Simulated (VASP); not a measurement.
# CuAu (P4/mmm) in VASP: notebook

The runs below take CuAu through electric field gradients, with PBE.

All numbers are computed with VASP 6.6.1; they aren't measurements. Logs are shortened: lines on timing, memory, paths and dates and some standing lists are left out, and cuts for length are marked.

## (1) The cell of the first run

Symmetry: P4/mmm, No. 123, tetragonal system. Conventional cell: a = 2.743 Å, b = 2.743 Å, c = 3.596 Å, α = 90.00°, β = 90.00°, γ = 90.00°. Cu (site symmetry 4/mmm) has 8 Au at 2.64 Å and 6 Cu at 2.74 to 3.60 Å within 3.6 Å. Au (site symmetry 4/mmm) has 8 Cu at 2.64 Å and 6 Au at 2.74 to 3.60 Å within 3.6 Å.

## (2) Electric field gradients, PBE (13.53 Å³/atom)

Contents of INCAR:

```
SYSTEM = CuAu
ALGO = Normal ; EDIFF = 1E-8
ENCUT = 520 ; GGA = PE
ISIF = 2 ; ISMEAR = -1
LASPH = .TRUE. ; LCHARG = .FALSE.
LEFG = .TRUE. ; LREAL = .FALSE.
LWAVE = .FALSE. ; NBANDS = 18
NELM = 80 ; PREC = Accurate
SIGMA = 0.08
```

Contents of KPOINTS:

```
k-points
0
G
  12 12 9
  0 0 0
```

Contents of POSCAR:

```
CuAu
1.0
    2.7433273375      0.0000000000      0.0000000000
    0.0000000000      2.7433273375      0.0000000000
    0.0000000000      0.0000000000      3.5957183317
Cu Au
1 1
Direct
    0.5000000000      0.5000000000      0.5000000000
    0.0000000000      0.0000000000      0.0000000000
```

Potentials or basis: VASP PAW PBE potentials, release 64 (Cu, Au).

Launch:

```
> cat potpaw_PBE.64/Cu/POTCAR potpaw_PBE.64/Au/POTCAR > POTCAR
> mpirun -np 1 vasp_std > vasp.out
```

OUTCAR:

```text
SYSTEM = CuAu
   EDIFF = 1E-8
   ENCUT = 520
   GGA = PE
   ISIF = 2
   ISMEAR = -1
   LASPH = .TRUE.
   LREAL = .FALSE.
   NELM = 80
   PREC = Accurate

 ion  position               nearest neighbor table
   1  0.500  0.500  0.500-   2 2.64   2 2.64   2 2.64   2 2.64   2 2.64   2 2.64   2 2.64   2 2.64

   2  0.000  0.000  0.000-   1 2.64   1 2.64   1 2.64   1 2.64   1 2.64   1 2.64   1 2.64   1 2.64

  LATTYP: Found a simple tetragonal cell.
 ALAT       =     2.7433273375
 C/A-ratio  =     1.3107142857

  Lattice vectors:

 A1 = (   2.7433273375,   0.0000000000,   0.0000000000)
 A2 = (   0.0000000000,   2.7433273375,   0.0000000000)
 A3 = (   0.0000000000,   0.0000000000,   3.5957183317)

Analysis of symmetry for initial positions (statically):
=====================================================================
 Subroutine PRICEL returns:
 Original cell was already a primitive cell.

 Routine SETGRP: Setting up the symmetry group for a
 simple tetragonal supercell.

 Subroutine GETGRP returns: Found 16 space group operations
 (whereof 16 operations were pure point group operations)
 out of a pool of 16 trial point group operations.

The static configuration has the point symmetry D_4h.

Analysis of symmetry for dynamics (positions and initial velocities):
=====================================================================
 Subroutine PRICEL returns:
 Original cell was already a primitive cell.

 Routine SETGRP: Setting up the symmetry group for a
 simple tetragonal supercell.

 Subroutine GETGRP returns: Found 16 space group operations
 (whereof 16 operations were pure point group operations)
 out of a pool of 16 trial point group operations.

The dynamic configuration has the point symmetry D_4h.

 Subroutine INISYM returns: Found 16 space group operations
 (whereof 16 operations are pure point group operations),
 and found     1 'primitive' translations

----------------------------------------------------------------------------------------

                                     Primitive cell

  volume of cell :      27.0608

  direct lattice vectors                    reciprocal lattice vectors
     2.743327337  0.000000000  0.000000000     0.364520845  0.000000000  0.000000000
     0.000000000  2.743327337  0.000000000     0.000000000  0.364520845  0.000000000
     0.000000000  0.000000000  3.595718332     0.000000000  0.000000000  0.278108547

  length of vectors
     2.743327337  2.743327337  3.595718332     0.364520845  0.364520845  0.278108547

  position of ions in fractional coordinates (direct lattice)
     0.500000000  0.500000000  0.500000000
     0.000000000  0.000000000  0.000000000

  ion indices of the primitive-cell ions
   primitive index   ion index
                 1           1
                 2           2

----------------------------------------------------------------------------------------

 KPOINTS: k-points

Automatic generation of k-mesh.
 Grid dimensions read from file:
 generate k-points for:   12   12    9

 Generating k-lattice:

  Cartesian coordinates                     Fractional coordinates (reciprocal lattice)
     0.030376737  0.000000000  0.000000000     0.083333333  0.000000000  0.000000000
     0.000000000  0.030376737  0.000000000     0.000000000  0.083333333  0.000000000
     0.000000000  0.000000000  0.030900950     0.000000000  0.000000000  0.111111111

  Length of vectors
     0.030376737  0.030376737  0.030900950

  Shift w.r.t. Gamma in fractional coordinates (k-lattice)
     0.000000000  0.000000000  0.000000000

 Subroutine IBZKPT returns following result:
 ===========================================

 Found    140 irreducible k-points:

 Following reciprocal coordinates:
            Coordinates               Weight
  0.000000  0.000000  0.000000      1.000000
  0.083333  0.000000  0.000000      4.000000
  0.166667  0.000000  0.000000      4.000000
  0.250000  0.000000  0.000000      4.000000
  0.333333  0.000000  0.000000      4.000000
  0.416667  0.000000  0.000000      4.000000
[... 16 lines left out ...]
  0.333333  0.333333  0.000000      4.000000
  0.416667  0.333333  0.000000      8.000000
 [... further k-points ...]
   k-points           NKPTS =    140   k-points in BZ     NKDIM =    140   number of bands    NBANDS=     18
   number of dos      NEDOS =    301   number of ions     NIONS =      2
   total plane-waves  NPLWV =  11200
   dimension x,y,z NGX =    20 NGY =   20 NGZ =   28
   dimension x,y,z NGXF=    40 NGYF=   40 NGZF=   56
   ions per type =               1   1
   NGX,Y,Z   is equivalent  to a cutoff of  12.12, 12.12, 12.95 a.u.
   NGXF,Y,Z  is equivalent  to a cutoff of  24.24, 24.24, 25.89 a.u.
 SYSTEM =  CuAu
   PREC   = accura    normal or accurate (medium, high low for compatibility)
   ISTART =      0    job   : 0-new  1-cont  2-samecut
   ICHARG =      2    charge: 1-file 2-atom 10-const
   ISPIN  =      1    spin polarized calculation?
   LNONCOLLINEAR =      F non collinear calculations
   LSORBIT =      F    spin-orbit coupling
   LASPH  =      T    aspherical Exc in radial PAW
   ENCUT  =  520.0 eV  38.22 Ry    6.18 a.u.   5.10  5.10  6.69*2*pi/ulx,y,z
   NELM   =     80;   NELMIN=  2; NELMDL= -5     # of ELM steps
   EDIFF  = 0.1E-07   stopping-criterion for ELM
   LREAL  =      F    real-space projection
   EDIFFG = 0.1E-06   stopping-criterion for IOM
   NSW    =      0    number of steps for IOM
   IBRION =     -1    ionic relax: 0-MD 1-quasi-New 2-CG
   NFREE  =      0    steps in history (QN), initial steepest desc. (CG)
   ISIF   =      2    stress and relaxation
   ISYM   =      2    0-nonsym 1-usesym 2-fastsym
   POTIM  = 0.5000    time-step for ionic-motion
   TEBEG  =    0.0;   TEEND  =   0.0 temperature during run
   PSTRESS=    0.0 pullay stress
   NELECT =      22.0000    total number of electrons
   NUPDOWN=      -1.0000    fix difference up-down
   EMIN   =  10.00;   EMAX   =-10.00  energy-range for DOS
   EFERMI =   0.00;   METHOD = LEGACY
   ISMEAR =    -1;   SIGMA  =   0.08  broadening in eV -4-tet -1-fermi 0-gaus
   EFERMI_NEDOS =   21; number of points for ismear=-14 and -15
   IALGO  =     38    algorithm
   IMIX   =      4    mixing-type and parameters
     AMIX     =   0.40;   BMIX     =  1.00
     AMIX_MAG =   1.60;   BMIX_MAG =  1.00
  volume/ion in A,a.u.               =      13.53        91.31
  Fermi-wavevector in a.u.,A,eV,Ry     =   1.527925  2.887360 31.763553  2.334555
  Thomas-Fermi vector in A             =   2.635754
   LORBIT       =      0    0 simple, 1 ext, 2 COOP (PROOUT), +10 PAW based schemes
   GGA     = PE    functional components
   LHFCALC =     F    Hartree Fock is set to
   AEXX    =    0.0000 exact exchange contribution
   IVDW    =     0    specifies the selected vdW correction
   LEPSILON=     F    determine dielectric tensor
   LRPA    =     F    only Hartree local field effects (RPA)
 non-spin polarized calculation
  energy-cutoff  :      520.00
  volume of cell :       27.06
 maximum number of plane-waves:       744
   NGX = 11   NGY = 11   NGZ = 13

 number of electron      21.9999973 magnetization

 Free energy of the ion-electron system (eV)
  ---------------------------------------------------
  ext. energy  EPLUGINS =         0.00000000
  ---------------------------------------------------
  free energy    TOTEN  =        -6.90508080 eV

  energy without entropy =       -6.89130065  energy(sigma->0) =       -6.89819073

 E-fermi :   9.8506     XC(G=0): -13.1003

 val. band max:        9.8415280564   @ k =   0.5000   0.3333   0.0000
 cond. band min:       9.8548658288   @ k =   0.5000   0.0000   0.0000
 fundamental gap:      0.0133377725
 Fermi energy:         9.8506093279

 k-point     1 :       0.0000    0.0000    0.0000
  band No.  band energies     occupation
      1      -0.6185      2.00000
      2       2.6409      2.00000
      3       2.8070      2.00000
      4       5.4900      2.00000
      5       5.4900      2.00000
      6       6.6910      2.00000
[... 10 lines left out ...]
     17      27.3936      0.00000
     18      27.5649      0.00000
[... 463 lines left out ...]
 k-point    24 :       0.4167    0.3333    0.0000
  band No.  band energies     occupation
      1       2.5676      2.00000
      2       3.6940      2.00000
      3       3.7194      2.00000
      4       3.9603      2.00000
      5       6.1484      2.00000
      6       7.3503      2.00000
[... 10 lines left out ...]
     17      23.0986      0.00000
     18      23.1737      0.00000

 [... further k-points ...]

------------------------ aborting loop because EDIFF is reached ----------------------------------------

  FORCE on cell =-STRESS in cart. coord.  units (eV):
  Direction    XX          YY          ZZ          XY          YZ          ZX
  --------------------------------------------------------------------------------------
  -------------------------------------------------------------------------------------
  Total        3.3592042      3.3592042      3.0790319      0.0000000      0.0000000     -0.0000000
  in kB      198.8868433    198.8868433    182.2988127      0.0000000      0.0000000     -0.0000000
  external PRESSURE =     193.3574998 kB  Pullay stress =       0.0000000 kB

 VOLUME and BASIS-vectors are now :
 -----------------------------------------------------------------------------
  energy-cutoff  :      520.00
  volume of cell :       27.06
      direct lattice vectors                 reciprocal lattice vectors
     2.743327337  0.000000000  0.000000000     0.364520845  0.000000000  0.000000000
     0.000000000  2.743327337  0.000000000     0.000000000  0.364520845  0.000000000
     0.000000000  0.000000000  3.595718332     0.000000000  0.000000000  0.278108547

 POSITION                                       TOTAL-FORCE (eV/Angst)
 -----------------------------------------------------------------------------------
      1.37166      1.37166      1.79786         0.000000      0.000000      0.000000
      0.00000      0.00000      0.00000         0.000000      0.000000      0.000000
 -----------------------------------------------------------------------------------
    total drift:                               -0.000000      0.000000      0.000000

  FREE ENERGIE OF THE ION-ELECTRON SYSTEM (eV)
  ---------------------------------------------------
  free  energy   TOTEN  =        -6.9050808048 eV

  energy  without entropy=       -6.8913006485  energy(sigma->0) =       -6.89819073

 Electric field gradients (V/A^2)
---------------------------------------------------------------------
 ion       V_xx      V_yy      V_zz      V_xy      V_xz      V_yz
---------------------------------------------------------------------
   1       6.532     6.532   -13.063    -0.000     0.000     0.000
   2     -48.933   -48.933    97.867     0.000     0.000     0.000
---------------------------------------------------------------------

 Electric field gradients after diagonalization (V/A^2)
 (convention: |V_zz| > |V_xx| > |V_yy|)
----------------------------------------------------------------------
 ion       V_xx      V_yy      V_zz     asymmetry (V_yy - V_xx)/ V_zz
----------------------------------------------------------------------
   1       6.532     6.532   -13.063       0.000
   2     -48.933   -48.933    97.867       0.000
----------------------------------------------------------------------

           NMR quadrupolar parameters

 Cq : quadrupolar parameter    Cq=e*Q*V_zz/h
 eta: asymmetry parameters     (V_yy - V_xx)/ V_zz
 Q  : nuclear electric quadrupole moment in mb (millibarn)
----------------------------------------------------------------------
 ion       Cq(MHz)       eta       Q (mb)
----------------------------------------------------------------------
   1      -0.032       0.000       1.000
   2       0.237       0.000       1.000
----------------------------------------------------------------------
```

Wall time 81 s (1 thread of Intel Xeon 8259CL, shared host); peak memory 0.19 GiB.

Results:

| Item | Value |
| --- | --- |
| Free energy | -6.9051 eV |
| Pressure | 19.3 GPa |
| Band gap on the k mesh | zero (bands 11 and 12 overlap by 7.48 eV) |
| Largest electric field gradient by atom | Cu -13.1; Au +97.9 V/Å² |

Electric field gradients, principal values (V/Å²):
```csv
atom,least,middle,greatest (by size)
1 Cu,6.532,6.532,-13.063
2 Au,-48.933,-48.933,97.867
```

Caveat: the cell stands under pressure; without QUAD_EFG the Cq values of the log hold for a quadrupole moment of 1 mb, not for the nuclei; spin-orbit coupling is left out, which moves the levels of the heavy elements.

## (3) Electric field gradients, PBE (13.95 Å³/atom)

This run uses another cell than the first one, of 13.95 Å³/atom.

Contents of INCAR:

```
PREC = Accurate ; ENCUT = 520
EDIFF = 1E-8 ; ISMEAR = -1
SIGMA = 0.08 ; LREAL = False
LASPH = True ; NELM = 60
ALGO = Normal ; ISIF = 2
LWAVE = False ; LCHARG = False
GGA = PE ; LEFG = True
NBANDS = 18
```

Contents of KPOINTS:

```
regular mesh
0
Gamma
  12 12 9
```

Contents of POSCAR:

```
CuAu
1.0
    2.7717152379      0.0000000000      0.0000000000
    0.0000000000      2.7717152379      0.0000000000
    0.0000000000      0.0000000000      3.6329267582
Cu Au
1 1
Direct
    0.5000000000      0.5000000000      0.5000000000
    0.0000000000      0.0000000000      0.0000000000
```

Potentials or basis: VASP PAW PBE potentials, release 64 (Cu, Au).

Launch:

```
> cat potpaw_PBE.64/Cu/POTCAR potpaw_PBE.64/Au/POTCAR > POTCAR
> mpirun -np 1 vasp_std > vasp.out
```

OUTCAR:

```text
PREC = Accurate
   ENCUT = 520
   EDIFF = 1E-8
   ISMEAR = -1
   LREAL = False
   LASPH = True
   NELM = 60
   ISIF = 2
   GGA = PE

 ion  position               nearest neighbor table
   1  0.500  0.500  0.500-   2 2.67   2 2.67   2 2.67   2 2.67   2 2.67   2 2.67   2 2.67   2 2.67

   2  0.000  0.000  0.000-   1 2.67   1 2.67   1 2.67   1 2.67   1 2.67   1 2.67   1 2.67   1 2.67

  LATTYP: Found a simple tetragonal cell.
 ALAT       =     2.7717152379
 C/A-ratio  =     1.3107142857

  Lattice vectors:

 A1 = (   2.7717152379,   0.0000000000,   0.0000000000)
 A2 = (   0.0000000000,   2.7717152379,   0.0000000000)
 A3 = (   0.0000000000,   0.0000000000,   3.6329267582)

Analysis of symmetry for initial positions (statically):
=====================================================================
 Subroutine PRICEL returns:
 Original cell was already a primitive cell.

[... 695 lines left out ...]
  volume of cell :       27.91
      direct lattice vectors                 reciprocal lattice vectors
     2.771715238  0.000000000  0.000000000     0.360787424  0.000000000  0.000000000
     0.000000000  2.771715238  0.000000000     0.000000000  0.360787424  0.000000000
     0.000000000  0.000000000  3.632926758     0.000000000  0.000000000  0.275260160

 POSITION                                       TOTAL-FORCE (eV/Angst)
 -----------------------------------------------------------------------------------
      1.38586      1.38586      1.81646         0.000000      0.000000      0.000000
      0.00000      0.00000      0.00000         0.000000      0.000000      0.000000
 -----------------------------------------------------------------------------------
    total drift:                                0.000000      0.000000     -0.000000

  FREE ENERGIE OF THE ION-ELECTRON SYSTEM (eV)
  ---------------------------------------------------
  free  energy   TOTEN  =        -6.9895607578 eV

  energy  without entropy=       -6.9750804689  energy(sigma->0) =       -6.98232061

 Electric field gradients (V/A^2)
---------------------------------------------------------------------
 ion       V_xx      V_yy      V_zz      V_xy      V_xz      V_yz
---------------------------------------------------------------------
   1       6.039     6.039   -12.078     0.000    -0.000     0.000
   2     -46.299   -46.299    92.598     0.000    -0.000    -0.000
---------------------------------------------------------------------

 Electric field gradients after diagonalization (V/A^2)
 (convention: |V_zz| > |V_xx| > |V_yy|)
----------------------------------------------------------------------
 ion       V_xx      V_yy      V_zz     asymmetry (V_yy - V_xx)/ V_zz
----------------------------------------------------------------------
   1       6.039     6.039   -12.078       0.000
   2     -46.299   -46.299    92.598       0.000
----------------------------------------------------------------------

           NMR quadrupolar parameters

 Cq : quadrupolar parameter    Cq=e*Q*V_zz/h
 eta: asymmetry parameters     (V_yy - V_xx)/ V_zz
 Q  : nuclear electric quadrupole moment in mb (millibarn)
----------------------------------------------------------------------
 ion       Cq(MHz)       eta       Q (mb)
----------------------------------------------------------------------
   1      -0.029       0.000       1.000
   2       0.224       0.000       1.000
----------------------------------------------------------------------
```

OSZICAR:

```text
N       E                     dE             d eps       ncg     rms          rms(c)
DAV:   1     0.131703087976E+03    0.13170E+03   -0.10974E+04  5410   0.175E+03
DAV:   2    -0.256391602464E+01   -0.13427E+03   -0.12606E+03  5116   0.304E+02
DAV:   3    -0.790711340468E+01   -0.53432E+01   -0.52284E+01  5882   0.697E+01
DAV:   4    -0.798097432047E+01   -0.73861E-01   -0.73807E-01  6220   0.683E+00
DAV:   5    -0.798292372931E+01   -0.19494E-02   -0.19493E-02  6586   0.114E+00    0.126E+01
DAV:   6    -0.739547084214E+01    0.58745E+00   -0.61745E+00  5474   0.688E+01    0.561E+00
DAV:   7    -0.708664299170E+01    0.30883E+00   -0.26716E+00  6144   0.744E+01    0.655E+00
DAV:   8    -0.699674804292E+01    0.89895E-01   -0.26616E-01  6340   0.139E+01    0.294E+00
DAV:   9    -0.699016375751E+01    0.65843E-02   -0.12926E-02  7638   0.168E+00    0.195E-01
DAV:  10    -0.698959577385E+01    0.56798E-03   -0.38560E-03  5786   0.167E+00    0.698E-02
DAV:  11    -0.698956269432E+01    0.33080E-04   -0.25984E-04  7736   0.423E-01    0.179E-02
DAV:  12    -0.698956107632E+01    0.16180E-05   -0.72722E-06  7790   0.377E-02    0.572E-03
DAV:  13    -0.698956069594E+01    0.38038E-06   -0.61486E-07  6728   0.863E-03    0.303E-03
DAV:  14    -0.698956077641E+01   -0.80474E-07   -0.23433E-07  6458   0.166E-02    0.513E-04
DAV:  15    -0.698956075684E+01    0.19572E-07   -0.82495E-09  3016   0.174E-03    0.253E-04
DAV:  16    -0.698956075779E+01   -0.95270E-09   -0.30738E-09  2820   0.840E-04
   1 F= -.69895608E+01 E0= -.69823206E+01  d E =-.144803E-01
```

stdout:

```text
POSCAR found type information on POSCAR CuAu
 POSCAR found :  2 types and       2 ions
 scaLAPACK will be used
 LDA part: xc-table for (Slater+PW92), standard interpolation
 POSCAR, INCAR and KPOINTS ok, starting setup
 FFT: planning ... GRIDC
 FFT: planning ... GRID_SOFT
 FFT: planning ... GRID
 WAVECAR not read
 entering main loop
ion   1

ion   2
```

It took 96 s on 1 thread of Intel Xeon 8259CL, shared host; peak memory 0.2 GiB.

Results:

- Free energy: -6.9896 eV
- Pressure: 12.5 GPa
- Band gap on the k mesh: zero (bands 11 and 12 overlap by 7.32 eV)
- Largest electric field gradient by atom: Cu -12.1; Au +92.6 V/Å²

Electric field gradients, principal values (V/Å²):
| atom | least | middle | greatest (by size) |
| --- | --- | --- | --- |
| 1 Cu | 6.039 | 6.039 | -12.078 |
| 2 Au | -46.299 | -46.299 | 92.598 |

Caveat: the cell stands under pressure; without QUAD_EFG the Cq values of the log hold for a quadrupole moment of 1 mb, not for the nuclei; spin-orbit coupling is left out, which moves the levels of the heavy elements.

(Part 1 of 3 ends here.)
